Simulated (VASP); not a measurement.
# Mg5ZrN2 (Cmmm) in VASP: single point with PBE

Aim: the single point of Mg5ZrN2 with PBE.

Everything below comes from runs of VASP 6.6.1. Logs are shortened: lines on timing, memory, paths and dates and some standing lists are left out, and cuts for length are marked.

## Step 1: The cell of the first run

Symmetry: Cmmm, No. 65, orthorhombic system. Conventional cell: a = 6.577 Å, b = 8.508 Å, c = 5.941 Å, α = 90.00°, β = 90.00°, γ = 90.00°. Mg (site symmetry 2) has 2 N at 2.22 Å within 2.9 Å. Mg (site symmetry mmm) has 2 N at 2.16 Å within 2.9 Å. Within 2.8 Å of Zr (site symmetry mmm) lie 2 N at 2.10 Å. N (site symmetry m2m) has 1 Zr at 2.10 Å and 5 Mg at 2.16 to 2.22 Å within 2.8 Å.

## Step 2: Single point, PBE

The input, INCAR:

```
  PREC = Accurate
  ENCUT = 600
  EDIFF = 1E-6
  ISMEAR = 0
  SIGMA = 0.2
  LREAL = False
  LASPH = True
  NELM = 120
  ALGO = Normal
  ISIF = 2
  LWAVE = False
  LCHARG = False
  GGA = PE
  NBANDS = 26
  GGA_COMPAT = False
```

The input, KPOINTS:

```
regular mesh
0
Gamma
  3 3 3
```

The input, POSCAR:

```
Mg5ZrN2
1.0
    3.2885115463     -4.2541724438      0.0000000000
    3.2885115463      4.2541724438      0.0000000000
    0.0000000000      0.0000000000      5.9410957967
Mg Zr N
5 1 2
Direct
    0.0000000000      0.5000000000      0.2482215336
    0.5000000000      0.0000000000      0.7517784664
    0.0000000000      0.5000000000      0.7517784664
    0.5000000000      0.0000000000      0.2482215336
    0.5000000000      0.5000000000      0.5000000000
    0.0000000000      0.0000000000      0.5000000000
    0.7535723577      0.2464276423      0.5000000000
    0.2464276423      0.7535723577      0.5000000000
```

Potentials or basis: VASP PAW PBE potentials, release 64 (Mg, Zr_sv, N).

Command:

```sh
$ cat potpaw_PBE.64/Mg/POTCAR potpaw_PBE.64/Zr_sv/POTCAR potpaw_PBE.64/N/POTCAR > POTCAR
$ mpirun -np 1 vasp_std > vasp.out
```

OUTCAR:

```text
PREC = Accurate
   ENCUT = 600
   EDIFF = 1E-6
   ISMEAR = 0
   LREAL = False
   LASPH = True
   NELM = 120
   ISIF = 2
   GGA = PE

 ion  position               nearest neighbor table
   1  0.000  0.500  0.248-   7 2.22   8 2.22   3 2.95   3 2.99   5 3.08   6 3.08   6 3.08   5 3.08
                             4 3.29   4 3.29
   2  0.500  0.000  0.752-   7 2.22   8 2.22   4 2.95   4 2.99   6 3.08   5 3.08   5 3.08   6 3.08
                             3 3.29   3 3.29
   3  0.000  0.500  0.752-   7 2.22   8 2.22   1 2.95   1 2.99   6 3.08   5 3.08   6 3.08   5 3.08
                             2 3.29   2 3.29
   4  0.500  0.000  0.248-   7 2.22   8 2.22   2 2.95   2 2.99   5 3.08   6 3.08   5 3.08   6 3.08
                             1 3.29   1 3.29
   5  0.500  0.500  0.500-   7 2.16   8 2.16   3 3.08   4 3.08   1 3.08   2 3.08   2 3.08   4 3.08
                             1 3.08   3 3.08   6 3.29   6 3.29
   6  0.000  0.000  0.500-   7 2.10   8 2.10   3 3.08   4 3.08   1 3.08   2 3.08   1 3.08   3 3.08
                             2 3.08   4 3.08   5 3.29   5 3.29
   7  0.754  0.246  0.500-   6 2.10   5 2.16   3 2.22   4 2.22   1 2.22   2 2.22
   8  0.246  0.754  0.500-   6 2.10   5 2.16   3 2.22   4 2.22   1 2.22   2 2.22

  LATTYP: Found a base centered orthorhombic cell.
 ALAT       =     6.5770230926
 B/A-ratio  =     1.2936468016
 C/A-ratio  =     0.9033107704

  Lattice vectors:

 A1 = (   3.2885115463,  -4.2541724438,   0.0000000000)
 A2 = (   3.2885115463,   4.2541724438,   0.0000000000)
 A3 = (   0.0000000000,   0.0000000000,   5.9410957967)

Analysis of symmetry for initial positions (statically):
=====================================================================
 Subroutine PRICEL returns:
 Original cell was already a primitive cell.

 Routine SETGRP: Setting up the symmetry group for a
 base centered orthorhombic supercell.

 Subroutine GETGRP returns: Found  8 space group operations
 (whereof  8 operations were pure point group operations)
 out of a pool of  8 trial point group operations.

The static configuration has the point symmetry D_2h.

Analysis of symmetry for dynamics (positions and initial velocities):
=====================================================================
 Subroutine PRICEL returns:
 Original cell was already a primitive cell.

 Routine SETGRP: Setting up the symmetry group for a
 base centered orthorhombic supercell.

 Subroutine GETGRP returns: Found  8 space group operations
 (whereof  8 operations were pure point group operations)
 out of a pool of  8 trial point group operations.

The dynamic configuration has the point symmetry D_2h.

 Subroutine INISYM returns: Found  8 space group operations
 (whereof  8 operations are pure point group operations),
 and found     1 'primitive' translations

----------------------------------------------------------------------------------------

                                     Primitive cell

  volume of cell :     166.2306

  direct lattice vectors                    reciprocal lattice vectors
     3.288511546 -4.254172444  0.000000000     0.152044471 -0.117531672  0.000000000
     3.288511546  4.254172444  0.000000000     0.152044471  0.117531672  0.000000000
     0.000000000  0.000000000  5.941095797     0.000000000  0.000000000  0.168319117

  length of vectors
     5.377015099  5.377015099  5.941095797     0.192174960  0.192174960  0.168319117

  position of ions in fractional coordinates (direct lattice)
     0.000000000  0.500000000  0.248221534
     0.500000000  0.000000000  0.751778466
     0.000000000  0.500000000  0.751778466
     0.500000000  0.000000000  0.248221534
     0.500000000  0.500000000  0.500000000
     0.000000000  0.000000000  0.500000000
     0.753572358  0.246427642  0.500000000
     0.246427642  0.753572358  0.500000000

  ion indices of the primitive-cell ions
   primitive index   ion index
                 1           1
                 2           2
                 3           3
                 4           4
                 5           5
                 6           6
                 7           7
                 8           8

----------------------------------------------------------------------------------------

 KPOINTS: regular mesh

Automatic generation of k-mesh.
 Grid dimensions read from file:
 generate k-points for:    3    3    3

 Generating k-lattice:

  Cartesian coordinates                     Fractional coordinates (reciprocal lattice)
     0.050681490 -0.039177224  0.000000000     0.333333333  0.000000000  0.000000000
     0.050681490  0.039177224  0.000000000     0.000000000  0.333333333  0.000000000
     0.000000000  0.000000000  0.056106372     0.000000000  0.000000000  0.333333333

  Length of vectors
     0.064058320  0.064058320  0.056106372

  Shift w.r.t. Gamma in fractional coordinates (k-lattice)
     0.000000000  0.000000000  0.000000000

 Subroutine IBZKPT returns following result:
 ===========================================

 Found      8 irreducible k-points:

 Following reciprocal coordinates:
            Coordinates               Weight
  0.000000  0.000000  0.000000      1.000000
  0.333333 -0.000000  0.000000      4.000000
  0.333333  0.333333  0.000000      2.000000
 -0.333333  0.333333  0.000000      2.000000
  0.000000  0.000000  0.333333      2.000000
  0.333333 -0.000000  0.333333      8.000000
  0.333333  0.333333  0.333333      4.000000
 -0.333333  0.333333  0.333333      4.000000
   k-points           NKPTS =      8   k-points in BZ     NKDIM =      8   number of bands    NBANDS=     26
   number of dos      NEDOS =    301   number of ions     NIONS =      8
   total plane-waves  NPLWV = 110592
   dimension x,y,z NGX =    48 NGY =   48 NGZ =   48
   dimension x,y,z NGXF=    96 NGYF=   96 NGZF=   96
   ions per type =               5   1   2
   NGX,Y,Z   is equivalent  to a cutoff of  14.84, 14.84, 13.43 a.u.
   NGXF,Y,Z  is equivalent  to a cutoff of  29.68, 29.68, 26.86 a.u.
 SYSTEM =  unknown system
   PREC   = accura    normal or accurate (medium, high low for compatibility)
   ISTART =      0    job   : 0-new  1-cont  2-samecut
   ICHARG =      2    charge: 1-file 2-atom 10-const
   ISPIN  =      1    spin polarized calculation?
   LNONCOLLINEAR =      F non collinear calculations
   LSORBIT =      F    spin-orbit coupling
   LASPH  =      T    aspherical Exc in radial PAW
   ENCUT  =  600.0 eV  44.10 Ry    6.64 a.u.  10.74 10.74 11.87*2*pi/ulx,y,z
   NELM   =    120;   NELMIN=  2; NELMDL= -5     # of ELM steps
   EDIFF  = 0.1E-05   stopping-criterion for ELM
   LREAL  =      F    real-space projection
[... 7 lines left out ...]
   TEBEG  =    0.0;   TEEND  =   0.0 temperature during run
   PSTRESS=    0.0 pullay stress
   NELECT =      32.0000    total number of electrons
   NUPDOWN=      -1.0000    fix difference up-down
   EMIN   =  10.00;   EMAX   =-10.00  energy-range for DOS
   EFERMI =   0.00;   METHOD = LEGACY
   ISMEAR =     0;   SIGMA  =   0.20  broadening in eV -4-tet -1-fermi 0-gaus
   EFERMI_NEDOS =   21; number of points for ismear=-14 and -15
   IALGO  =     38    algorithm
   IMIX   =      4    mixing-type and parameters
     AMIX     =   0.40;   BMIX     =  1.00
     AMIX_MAG =   1.60;   BMIX_MAG =  1.00
  volume/ion in A,a.u.               =      20.78       140.22
  Fermi-wavevector in a.u.,A,eV,Ry     =   0.945267  1.786296 12.157209  0.893530
  Thomas-Fermi vector in A             =   2.073152
   LORBIT       =      0    0 simple, 1 ext, 2 COOP (PROOUT), +10 PAW based schemes
   GGA     = PE    functional components
   LHFCALC =     F    Hartree Fock is set to
   AEXX    =    0.0000 exact exchange contribution
   IVDW    =     0    specifies the selected vdW correction
   LEPSILON=     F    determine dielectric tensor
   LRPA    =     F    only Hartree local field effects (RPA)
 non-spin polarized calculation
 Gauss-broadening in eV      SIGMA  =   0.20
  energy-cutoff  :      600.00
  volume of cell :      166.23
 maximum number of plane-waves:      5573
 NGX is ok and might be reduce to    48
   NGX = 21   NGY = 21   NGZ = 23

 number of electron      31.9999999 magnetization

 Free energy of the ion-electron system (eV)
  ---------------------------------------------------
  ext. energy  EPLUGINS =         0.00000000
  ---------------------------------------------------
  free energy    TOTEN  =       -33.92678744 eV

  energy without entropy =      -33.85874340  energy(sigma->0) =      -33.89276542

 E-fermi :   3.0992     XC(G=0):  -8.6545

 val. band max:        3.0912202828   @ k =   0.0000   0.0000   0.3333
 cond. band min:       3.1504192427   @ k =   0.3333   0.3333   0.3333
 fundamental gap:      0.0591989598
 Fermi energy:         3.0992432824

 k-point     1 :       0.0000    0.0000    0.0000
  band No.  band energies     occupation
      1     -45.9197      2.00000
      2     -24.1901      2.00000
      3     -24.1259      2.00000
      4     -23.9044      2.00000
      5     -11.7106      2.00000
      6     -10.4863      2.00000
[... 18 lines left out ...]
     25       7.2080      0.00000
     26       7.3421      0.00000

 k-point     2 :       0.3333   -0.0000    0.0000
  band No.  band energies     occupation
      1     -45.9197      2.00000
      2     -24.1926      2.00000
      3     -24.1257      2.00000
      4     -23.9054      2.00000
      5     -11.5150      2.00000
      6     -10.7099      2.00000
[... 18 lines left out ...]
     25       7.6645      0.00000
[... 144 lines left out ...]
     25       8.1910      0.00000
     26       8.6652      0.00000

 k-point     8 :      -0.3333    0.3333    0.3333
  band No.  band energies     occupation
      1     -45.9197      2.00000
      2     -24.1951      2.00000
      3     -24.1256      2.00000
      4     -23.9059      2.00000
      5     -11.3657      2.00000
      6     -10.8245      2.00000
[... 18 lines left out ...]
     25       8.3281      0.00000
     26       8.4423      0.00000

------------------------ aborting loop because EDIFF is reached ----------------------------------------

  FORCE on cell =-STRESS in cart. coord.  units (eV):
  Direction    XX          YY          ZZ          XY          YZ          ZX
  --------------------------------------------------------------------------------------
  -------------------------------------------------------------------------------------
  Total        0.4082995      0.7017454     -0.1584829      0.0000000      0.0000000      0.0000000
  in kB        3.9353049      6.7636195     -1.5275026      0.0000000      0.0000000      0.0000000
  external PRESSURE =       3.0571406 kB  Pullay stress =       0.0000000 kB

 VOLUME and BASIS-vectors are now :
 -----------------------------------------------------------------------------
  energy-cutoff  :      600.00
  volume of cell :      166.23
      direct lattice vectors                 reciprocal lattice vectors
     3.288511546 -4.254172444  0.000000000     0.152044471 -0.117531672  0.000000000
     3.288511546  4.254172444  0.000000000     0.152044471  0.117531672  0.000000000
     0.000000000  0.000000000  5.941095797     0.000000000  0.000000000  0.168319117

 POSITION                                       TOTAL-FORCE (eV/Angst)
 -----------------------------------------------------------------------------------
      1.64426      2.12709      1.47471         0.000000     -0.000000      0.022096
      1.64426     -2.12709      4.46639        -0.000000     -0.000000     -0.022096
      1.64426      2.12709      4.46639         0.000000      0.000000     -0.022096
      1.64426     -2.12709      1.47471        -0.000000      0.000000      0.022096
      3.28851      0.00000      2.97055         0.000000     -0.000000      0.000000
      0.00000      0.00000      2.97055         0.000000      0.000000      0.000000
      3.28851     -2.15748      2.97055         0.000000     -0.015736      0.000000
      3.28851      2.15748      2.97055         0.000000      0.015736     -0.000000
 -----------------------------------------------------------------------------------
    total drift:                               -0.000000     -0.000000     -0.000000

  FREE ENERGIE OF THE ION-ELECTRON SYSTEM (eV)
  ---------------------------------------------------
  free  energy   TOTEN  =       -33.9267874448 eV

  energy  without entropy=      -33.8587434050  energy(sigma->0) =      -33.89276542
```

Wall time 50 s (1 thread of Intel Xeon Platinum 8488C (Sapphire Rapids), shared host); peak memory 0.33 GiB.

What came out:

```
Free energy            : -33.9268 eV
Pressure               : 0.3 GPa
Largest force          : 0.022 eV/Å
Band gap on the k mesh : zero (band 16 reaches 3.16 eV, above the bottom of band 17 at 2.78 eV)
```

Forces in eV/Å, atoms in the order of the input:
```
Mg   0.000  0.000  0.022
Mg   0.000  0.000 -0.022
Mg   0.000  0.000 -0.022
Mg   0.000  0.000  0.022
Mg   0.000  0.000  0.000
Zr   0.000  0.000  0.000
N    0.000 -0.016  0.000
N    0.000  0.016  0.000
```

Levels at points of the mesh, in eV from the Fermi level:
```
           k point  band 12  band 13  band 14  band 15  band 16  band 17  band 18  band 19  band 20  band 21
(0.00, 0.00, 0.00)    -3.04    -2.45    -0.80    -0.40     0.06     0.99     1.04     1.37     1.49     1.65
```

Caveat: the k points lie up to 0.40 Å⁻¹ apart.
